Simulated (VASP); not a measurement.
# MnHg (P4/mmm) in VASP: further runs, part 2 of 2

VASP 6.6.1.

### Step 3. Electric field gradients, PBE, collinear spin, ferromagnetic start (16.84 Å³/atom)

This run uses another cell than the first one, of 16.84 Å³/atom.

File INCAR:

```
ALGO = Normal
EDIFF = 1E-8
ENCUT = 520
GGA = PE
ISIF = 2
ISMEAR = -1
ISPIN = 2
LASPH = T
LCHARG = F
LEFG = T
LMAXMIX = 4
LORBIT = 11
LREAL = F
LWAVE = F
MAGMOM = 4 0
NBANDS = 24
NELM = 150
PREC = Accurate
SIGMA = 0.05
```

File KPOINTS:

```
k-points
0
Gamma
  11 11 11
```

File POSCAR:

```
MnHg
1.0
    3.2214501021      0.0000000000      0.0000000000
    0.0000000000      3.2214501021      0.0000000000
    0.0000000000      0.0000000000      3.2459440962
Mn Hg
1 1
Direct
    0.5000000000      0.5000000000      0.5000000000
    0.0000000000      0.0000000000      0.0000000000
```

Potentials or basis: VASP PAW PBE potentials, release 64 (Mn_pv, Hg).

Run with:

```bash
cat potpaw_PBE.64/Mn_pv/POTCAR potpaw_PBE.64/Hg/POTCAR > POTCAR
mpirun -np 1 vasp_std > vasp.out
```

OUTCAR:

```text
EDIFF = 1E-8
   ENCUT = 520
   GGA = PE
   ISIF = 2
   ISMEAR = -1
   ISPIN = 2
   LASPH = T
   LORBIT = 11
   LREAL = F
   NELM = 150
   PREC = Accurate

 ion  position               nearest neighbor table
   1  0.500  0.500  0.500-   2 2.80   2 2.80   2 2.80   2 2.80   2 2.80   2 2.80   2 2.80   2 2.80

   2  0.000  0.000  0.000-   1 2.80   1 2.80   1 2.80   1 2.80   1 2.80   1 2.80   1 2.80   1 2.80

  LATTYP: Found a simple tetragonal cell.
 ALAT       =     3.2214501021
 C/A-ratio  =     1.0076034063

  Lattice vectors:

 A1 = (   3.2214501021,   0.0000000000,   0.0000000000)
 A2 = (   0.0000000000,   3.2214501021,   0.0000000000)
 A3 = (   0.0000000000,   0.0000000000,   3.2459440962)

Analysis of symmetry for initial positions (statically):
=====================================================================
 Subroutine PRICEL returns:
[... 1518 lines left out ...]
      0.00000      0.00000      0.00000         0.000000      0.000000      0.000000
 -----------------------------------------------------------------------------------
    total drift:                                0.000000      0.000000     -0.000000

  FREE ENERGIE OF THE ION-ELECTRON SYSTEM (eV)
  ---------------------------------------------------
  free  energy   TOTEN  =        -8.4212900857 eV

  energy  without entropy=       -8.4038432875  energy(sigma->0) =       -8.41256669

 Electric field gradients (V/A^2)
---------------------------------------------------------------------
 ion       V_xx      V_yy      V_zz      V_xy      V_xz      V_yz
---------------------------------------------------------------------
   1      -0.649    -0.649     1.298    -0.000    -0.000    -0.000
   2       0.183     0.183    -0.367    -0.000     0.000     0.000
---------------------------------------------------------------------

 Electric field gradients after diagonalization (V/A^2)
 (convention: |V_zz| > |V_xx| > |V_yy|)
----------------------------------------------------------------------
 ion       V_xx      V_yy      V_zz     asymmetry (V_yy - V_xx)/ V_zz
----------------------------------------------------------------------
   1      -0.649    -0.649     1.298       0.000
   2       0.183     0.183    -0.367       0.000
----------------------------------------------------------------------

           NMR quadrupolar parameters

 Cq : quadrupolar parameter    Cq=e*Q*V_zz/h
 eta: asymmetry parameters     (V_yy - V_xx)/ V_zz
 Q  : nuclear electric quadrupole moment in mb (millibarn)
----------------------------------------------------------------------
 ion       Cq(MHz)       eta       Q (mb)
----------------------------------------------------------------------
   1       0.003       0.000       1.000
   2      -0.001       0.000       1.000
----------------------------------------------------------------------

 total charge

# of ion       s       p       d       tot
------------------------------------------
    1        0.260   6.198   5.027  11.485
    2        0.823   0.578   9.261  10.662
--------------------------------------------------
tot          1.083   6.776  14.287  22.146

 magnetization (x)

# of ion       s       p       d       tot
------------------------------------------
    1        0.024   0.012   3.605   3.642
    2       -0.048  -0.064   0.051  -0.061
--------------------------------------------------
tot         -0.024  -0.052   3.656   3.581
```

OSZICAR:

```text
N       E                     dE             d eps       ncg     rms          rms(c)
DAV:   1     0.236522166016E+03    0.23652E+03   -0.13749E+04 12256   0.120E+03
DAV:   2    -0.107931559645E+01   -0.23760E+03   -0.22598E+03 12632   0.348E+02
DAV:   3    -0.883012336015E+01   -0.77508E+01   -0.77201E+01 14128   0.703E+01
DAV:   4    -0.888386092906E+01   -0.53738E-01   -0.53733E-01 13584   0.555E+00
DAV:   5    -0.888458607280E+01   -0.72514E-03   -0.72513E-03 14456   0.591E-01    0.113E+01
DAV:   6    -0.856800647064E+01    0.31658E+00   -0.57496E+00 13776   0.183E+01    0.722E+00
DAV:   7    -0.844334394287E+01    0.12466E+00   -0.17612E+00 14152   0.116E+01    0.545E+00
DAV:   8    -0.842355944427E+01    0.19784E-01   -0.66071E-02 12936   0.191E+00    0.272E+00
DAV:   9    -0.842133551263E+01    0.22239E-02   -0.17234E-02 14280   0.914E-01    0.915E-01
DAV:  10    -0.842124329125E+01    0.92221E-04   -0.19461E-03 12920   0.429E-01    0.725E-02
DAV:  11    -0.842128005633E+01   -0.36765E-04   -0.79866E-05 14072   0.843E-02    0.241E-02
DAV:  12    -0.842128714645E+01   -0.70901E-05   -0.88813E-06 13520   0.246E-02    0.142E-02
DAV:  13    -0.842129015575E+01   -0.30093E-05   -0.30679E-06 13856   0.128E-02    0.790E-03
DAV:  14    -0.842128998824E+01    0.16751E-06   -0.31516E-07 13840   0.445E-03    0.246E-03
DAV:  15    -0.842129002652E+01   -0.38278E-07   -0.61129E-08 12488   0.143E-03    0.108E-03
DAV:  16    -0.842129009720E+01   -0.70679E-07   -0.18602E-08 11368   0.819E-04    0.557E-04
DAV:  17    -0.842129008711E+01    0.10085E-07   -0.37228E-09  6776   0.442E-04    0.160E-04
DAV:  18    -0.842129008568E+01    0.14338E-08   -0.49960E-10  6440   0.171E-04
   1 F= -.84212901E+01 E0= -.84125667E+01  d E =-.174468E-01  mag=     3.6957
```

Wall time 56 s (1 thread of Intel Xeon 6975P-C (Granite Rapids), shared host); peak memory 0.27 GiB.

Results:

- Free energy: -8.4213 eV
- Pressure: 8.2 GPa
- Net moment: 3.70 μB per cell
- Site moments: Mn +3.64; Hg -0.06 μB
- Largest electric field gradient by atom: Mn +1.3; Hg -0.4 V/Å²
- Valence electrons inside the program's atomic spheres: Mn 11.48; Hg 10.66

Stress tensor (GPa, compression positive):
```
8.22 0.00 0.00
0.00 8.22 0.00
0.00 0.00 8.07
```

Levels at points of the mesh, in eV from the Fermi level:
Spin up:
```tsv
k point	band 12	band 13	band 14	band 15	band 16	band 17
(0.00, 0.00, 0.00)	-1.82	-1.82	-1.81	5.05	5.28	5.28
```
Spin down:
| k point | band 7 | band 8 | band 9 | band 10 | band 11 | band 12 | band 13 | band 14 | band 15 | band 16 |
| --- | --- | --- | --- | --- | --- | --- | --- | --- | --- | --- |
| (0.00, 0.00, 0.00) | -7.22 | -7.22 | -7.20 | 0.25 | 0.27 | 1.57 | 1.57 | 1.59 | 5.40 | 5.63 |

Electric field gradients, principal values (V/Å²):
```csv
atom,least,middle,greatest (by size)
1 Mn,-0.649,-0.649,1.298
2 Hg,0.183,0.183,-0.367
```

Caveat: the cell stands under pressure; without QUAD_EFG the Cq values of the log hold for a quadrupole moment of 1 mb, not for the nuclei; spin-orbit coupling is left out, which moves the levels of the heavy elements.
